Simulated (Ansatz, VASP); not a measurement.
One calculation of Pt, two programs

```
Pt
1.0
     0.00000    1.94774    1.94774
     1.94774    0.00000    1.94774
     1.94774    1.94774    0.00000
Pt
1
Direct
  0.00000 0.00000 0.00000
```

Alike in both runs: task single point; functional r2SCAN; k mesh 12 × 12 × 12; occupations fermi-dirac, width 0.05 eV; no spin polarisation.

```csv
,VASP,Ansatz
version,VASP 6.6.1,Ansatz 0.2.0
potentials or method,"VASP PAW PBE potentials, release 64 (Pt)",Ansatz PAW
plane-wave cutoff (eV),520,500
valence electrons in the cell,10,18
```

|  | VASP | Ansatz | Ansatz less VASP |
| --- | --- | --- | --- |
| gap on the k mesh at the Fermi level (eV) | none | none | - |
| pressure (GPa) | 11.3 | 10.4 | -0.92 |

VASP's potentials were made for PBE, not for r2SCAN. A gap of «none» marks a metal or a gap that the smearing closes. With one functional, cell and mesh, what is left measures potentials, basis and numerics. VASP's potentials hold 10 valence electrons a cell and Ansatz's 18, so a difference there can come from the potentials and not from the codes.

Neither program's run includes spin-orbit coupling.
